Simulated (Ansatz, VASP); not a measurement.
Two plane-wave programs on C

File INCAR:

```
PREC     = Accurate       # precision mode
ENCUT    = 520            # plane-wave cutoff, eV
EDIFF    = 1E-6           # SCF threshold, eV
ISMEAR   = 1              # smearing method
SIGMA    = 0.1            # smearing width, eV
LREAL    = False          # projectors in reciprocal space
LASPH    = True           # aspherical terms in the spheres
NELM     = 80             # most SCF steps
ALGO     = Normal         # electronic algorithm
ISIF     = 2              # what is computed and relaxed
LWAVE    = False          # write WAVECAR
LCHARG   = False          # write CHGCAR
GGA      = PS             # functional
NBANDS   = 16             # bands
```

KPOINTS

```
Automatic mesh
0
Gamma
  6 6 2
```

The input POSCAR:

```
C
1.0
    1.2280480000     -2.1270620000      0.0000000000
    1.2280480000      2.1270620000      0.0000000000
    0.0000000000      0.0000000000      7.1732680000
C
4
Direct
    0.0833790000      0.9166210000      0.7531380000
    0.5833790000      0.4166210000      0.2468620000
    0.9166210000      0.0833790000      0.2468620000
    0.4166210000      0.5833790000      0.7531380000
```

Input for Ansatz:

```yaml
crystal:
  lattice:
    - [1.228048, -2.127062, 0.0]
    - [1.228048, 2.127062, 0.0]
    - [0.0, 0.0, 7.173268]
  atoms:
    - { symbol: C, position: [0.08337899999999997, 0.916621, 0.753138] }
    - { symbol: C, position: [0.583379, 0.416621, 0.24686199999999997] }
    - { symbol: C, position: [0.916621, 0.08337899999999997, 0.24686199999999997] }
    - { symbol: C, position: [0.416621, 0.583379, 0.753138] }
kpoints:
  mp_grid:
    grid: [6, 6, 2]
hamiltonian:
  xc: pbesol
scf:
  occupations:
    method: cold
    width: 0.1
output:
  stress: true
```

Alike in both runs: task single point; functional PBEsol; k mesh 6 × 6 × 2; no spin polarisation.

|  | VASP | Ansatz |
| --- | --- | --- |
| version | VASP 6.6.1 | Ansatz 0.2.0 |
| potentials or method | VASP PAW PBE potentials, release 64 (C) | plane waves, PAW |
| plane-wave cutoff (eV) | 520 | 420 |
| occupations | methfessel-paxton of order 1, width 0.1 eV | cold, width 0.1 eV |
| valence electrons in the cell | 16 | 16 |

Ansatz gave:

```
pressure (GPa)                                                : 1.2
traceless stress, the component that is largest in VASP (GPa) : -1.48
```

Estimate VASP's values.

pressure (GPa): 1.8; traceless stress, the component that is largest in VASP (GPa): -2.19.

VASP's potentials were made for PBE, not for PBEsol.

The k mesh is coarse, so the values compare programs but aren't converged.
